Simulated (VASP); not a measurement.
# BN (P6_3/mmc) in VASP: phonons with PBE+D3(BJ)

Aim: the phonons of BN with PBE+D3(BJ).

All numbers are computed with VASP 6.6.1; they aren't measurements. Logs are shortened: lines on timing, memory, paths and dates and some standing lists are left out, and cuts for length are marked.

## Step 1: The cell of the first run

Symmetry: P6_3/mmc, No. 194, hexagonal system. The conventional cell has a = 2.504 Å, b = 2.504 Å, c = 6.661 Å, α = 90.00°, β = 90.00°, γ = 120.00°. B (site symmetry -6m2) has 3 N at 1.45 Å within 1.9 Å. N (site symmetry -6m2) has 3 B at 1.45 Å within 1.9 Å.

## Step 2: Phonons, PBE+D3(BJ)

Contents of INCAR:

```
SYSTEM = BN
ALGO     = Normal         ! electronic algorithm
EDIFF    = 1E-8           ! SCF threshold, eV
ENCUT    = 520            ! plane-wave cutoff, eV
GGA      = PE             ! functional
IBRION   = 6              ! ionic algorithm
ISIF     = 2              ! what is computed and relaxed
ISMEAR   = 0              ! smearing method
IVDW     = 12             ! dispersion correction
LASPH    = .TRUE.         ! aspherical terms in the spheres
LCHARG   = .FALSE.        ! write CHGCAR
LREAL    = .FALSE.        ! projectors in reciprocal space
LWAVE    = .FALSE.        ! write WAVECAR
NBANDS   = 16             ! bands
NELM     = 80             ! most SCF steps
NFREE    = 2            
NSW      = 1              ! ionic steps
POTIM    = 0.015          ! step
PREC     = Accurate       ! precision mode
SIGMA    = 0.01           ! smearing width, eV
```

Contents of KPOINTS:

```
k-points
0
G
  12 12 4
  0 0 0
```

Contents of POSCAR:

```
BN
1.0
    2.5040000000      0.0000000000      0.0000000000
   -1.2520000000      2.1685276111      0.0000000000
    0.0000000000      0.0000000000      6.6610000000
B N
2 2
Direct
    0.3333333333      0.6666666667      0.0000000000
    0.6666666667      0.3333333333      0.5000000000
    0.6666666667      0.3333333333      0.0000000000
    0.3333333333      0.6666666667      0.5000000000
```

Potentials or basis: VASP PAW PBE potentials, release 64 (B, N).

Command:

```bash
$ cat potpaw_PBE.64/B/POTCAR potpaw_PBE.64/N/POTCAR > POTCAR
$ mpirun -np 1 vasp_std > vasp.out
```

OUTCAR:

```text
SYSTEM = BN
   EDIFF = 1E-8
   ENCUT = 520
   GGA = PE
   IBRION = 6
   ISIF = 2
   ISMEAR = 0
   IVDW = 12
   LASPH = .TRUE.
   LREAL = .FALSE.
   NELM = 80
   NFREE = 2
   NSW = 1
   POTIM = 0.015
   PREC = Accurate
 IVDW          = 12

 ion  position               nearest neighbor table
   1  0.333  0.667  0.000-   3 1.45   3 1.45   3 1.45
   2  0.667  0.333  0.500-   4 1.45   4 1.45   4 1.45
   3  0.667  0.333  0.000-   1 1.45   1 1.45   1 1.45
   4  0.333  0.667  0.500-   2 1.45   2 1.45   2 1.45

  LATTYP: Found a hexagonal cell.
 ALAT       =     2.5040000000
 C/A-ratio  =     2.6601437700

  Lattice vectors:

 A1 = (   2.5040000000,   0.0000000000,   0.0000000000)
 A2 = (  -1.2520000000,   2.1685276111,   0.0000000000)
 A3 = (   0.0000000000,   0.0000000000,   6.6610000000)

Analysis of symmetry for initial positions (statically):
=====================================================================
 Subroutine PRICEL returns:
 Original cell was already a primitive cell.

 Routine SETGRP: Setting up the symmetry group for a
 hexagonal supercell.

 Subroutine GETGRP returns: Found 24 space group operations
 (whereof 12 operations were pure point group operations)
 out of a pool of 24 trial point group operations.

The static configuration has the point symmetry D_3h.
 The point group associated with its full space group is D_6h.

Analysis of symmetry for dynamics (positions and initial velocities):
=====================================================================
 Subroutine PRICEL returns:
 Original cell was already a primitive cell.

 Routine SETGRP: Setting up the symmetry group for a
 hexagonal supercell.

 Subroutine GETGRP returns: Found 24 space group operations
 (whereof 12 operations were pure point group operations)
 out of a pool of 24 trial point group operations.

The dynamic configuration has the point symmetry D_3h.
 The point group associated with its full space group is D_6h.

 Subroutine INISYM returns: Found 24 space group operations
 (whereof 12 operations are pure point group operations),
 and found     1 'primitive' translations

[... 136 lines left out ...]
   NGX =  9   NGY =  9   NGZ = 25

--------------------------------------- Ionic step        1  -------------------------------------------

 number of electron      15.9999998 magnetization

 Free energy of the ion-electron system (eV)
  ---------------------------------------------------
  ext. energy  EPLUGINS =         0.00000000
  ---------------------------------------------------
  free energy    TOTEN  =       -35.15477485 eV

  energy without entropy =      -35.15477485  energy(sigma->0) =      -35.15477485

------------------------ aborting loop because EDIFF is reached ----------------------------------------

 Edisp (eV)   -0.56244

 E8    (eV) :    -0.1646
[... 327 lines left out ...]
--------------------------------------- Ionic step        9  -------------------------------------------

 number of electron      15.9999998 magnetization

 Free energy of the ion-electron system (eV)
  ---------------------------------------------------
  ext. energy  EPLUGINS =         0.00000000
  ---------------------------------------------------
  free energy    TOTEN  =       -35.15324093 eV

  energy without entropy =      -35.15324093  energy(sigma->0) =      -35.15324093

 E-fermi :   2.3195     XC(G=0): -10.0494

 val. band max:        2.2482815975   @ k =   0.3333   0.3333   0.5000
 cond. band min:       6.5282808969   @ k =   0.5000   0.0000   0.0000
 fundamental gap:      4.2799992994
 Fermi energy:         2.3195247571

 k-point     1 :       0.0000    0.0000    0.0000
  band No.  band energies     occupation
      1     -15.5466      2.00000
      2     -15.2590      2.00000
      3      -3.9514      2.00000
      4      -1.8571      2.00000
      5       0.9188      2.00000
      6       0.9188      2.00000
[... 433 lines left out ...]
      3      -4.6365      2.00000
      4      -4.5806      2.00000
      5      -1.3292      2.00000
      6      -1.2870      2.00000
[... 8 lines left out ...]
     15      19.0189      0.00000
     16      20.8145      0.00000

 [... further k-points ...]

------------------------ aborting loop because EDIFF is reached ----------------------------------------

 Edisp (eV)   -0.56245

 E8    (eV) :    -0.1646
[... 27 lines left out ...]
  FREE ENERGIE OF THE ION-ELECTRON SYSTEM (eV)
  ---------------------------------------------------
  free  energy   TOTEN  =       -35.7156888390 eV

  energy  without entropy=      -35.7156888390  energy(sigma->0) =      -35.71568884

 INTERNAL STRAIN TENSORS FROM DISPLACED ATOMS
 ============================================

 INTERNAL STRAIN TENSOR FOR ION    1 for displacements in x,y,z  (eV/Angst):
          X           Y           Z          XY          YZ          ZX
  --------------------------------------------------------------------------------
  x     0.00000     0.00000     0.00000   -12.56660     0.00000     0.00000
  y   -12.56660    12.56660     0.00000     0.00000     0.00000     0.00000
  z     0.00000     0.00000     0.00000     0.00000     0.00000     0.00000

 INTERNAL STRAIN TENSOR FOR ION    4 for displacements in x,y,z  (eV/Angst):
          X           Y           Z          XY          YZ          ZX
  --------------------------------------------------------------------------------
  x     0.00000     0.00000     0.00000   -12.72689     0.00000     0.00000
  y   -12.72689    12.72689     0.00000     0.00000     0.00000     0.00000
  z     0.00000     0.00000     0.00000     0.00000     0.00000     0.00000

 Eigenvectors and eigenvalues of the dynamical matrix
 ----------------------------------------------------

   1 f  =   40.698457 THz   255.715950 2PiTHz 1357.554413 cm-1   168.315220 meV
             X         Y         Z           dx          dy          dz
     -0.000000  1.445685  0.000000    -0.000003    0.531180    0.000000
      1.252000  0.722843  3.330500    -0.000003    0.531180   -0.000000
      1.252000  0.722843  0.000000     0.000002   -0.466742    0.000000
     -0.000000  1.445685  3.330500     0.000002   -0.466742    0.000000
[... 71 lines left out ...]
  12 f/i=    0.000846 THz     0.005319 2PiTHz    0.028236 cm-1     0.003501 meV
             X         Y         Z           dx          dy          dz
     -0.000000  1.445685  0.000000    -0.464700    0.043606    0.000001
      1.252000  0.722843  3.330500    -0.464700    0.043606    0.000001
      1.252000  0.722843  0.000000    -0.528857    0.049626    0.000001
     -0.000000  1.445685  3.330500    -0.528857    0.049626    0.000001

 ELASTIC MODULI CONTR FROM IONIC RELAXATION (kBar)
 Direction    XX          YY          ZZ          XY          YZ          ZX
 --------------------------------------------------------------------------------
 XX        -353.0002    353.0002      0.0000     -0.0000      0.0000      0.0000
 YY         353.0002   -353.0002      0.0000      0.0000      0.0000      0.0000
 ZZ           0.0000      0.0000      0.0000      0.0000      0.0000      0.0000
 XY          -0.0000      0.0000      0.0000   -353.0002      0.0000      0.0000
 YZ           0.0000      0.0000      0.0000      0.0000      0.0000      0.0000
 ZX           0.0000      0.0000      0.0000      0.0000      0.0000      0.0000
 --------------------------------------------------------------------------------
```

stdout:

```text
POSCAR found type information on POSCAR B N
 POSCAR found :  2 types and       4 ions
 scaLAPACK will be used
 LDA part: xc-table for (Slater+PW92), standard interpolation
 POSCAR, INCAR and KPOINTS ok, starting setup
 FFT: planning ... GRIDC
 FFT: planning ... GRID_SOFT
 FFT: planning ... GRID
 WAVECAR not read
 entering main loop
 Found     4 degrees of freedom:
 Finite differences POTIM= 0.01500 DOF=   4
 bond charge predicted
 Finite differences progress:
 bond charge predicted
 Finite differences progress:
 bond charge predicted
 Finite differences progress:
 bond charge predicted
 Finite differences progress:
 bond charge predicted
 Finite differences progress:
 bond charge predicted
 Finite differences progress:
 bond charge predicted
 Finite differences progress:
 bond charge predicted
 Finite differences progress:
```

Run time: 9.1 min. Hardware: 1 thread of Intel Xeon 8259CL, shared host; peak memory 0.33 GiB.

What came out:

```yaml
Highest_phonon_frequency_at_Γ_LO-TO_splitting_left_out: 1358 cm⁻¹
Dispersion_energy_per_atom: -0.141 eV
```

Phonon frequencies in cm⁻¹ (negative: imaginary):
```tsv
q point	frequencies
(0.000, 0.000, 0.000)	0 0 0 44 44 114 745 796 1358 1358 1358 1358
```
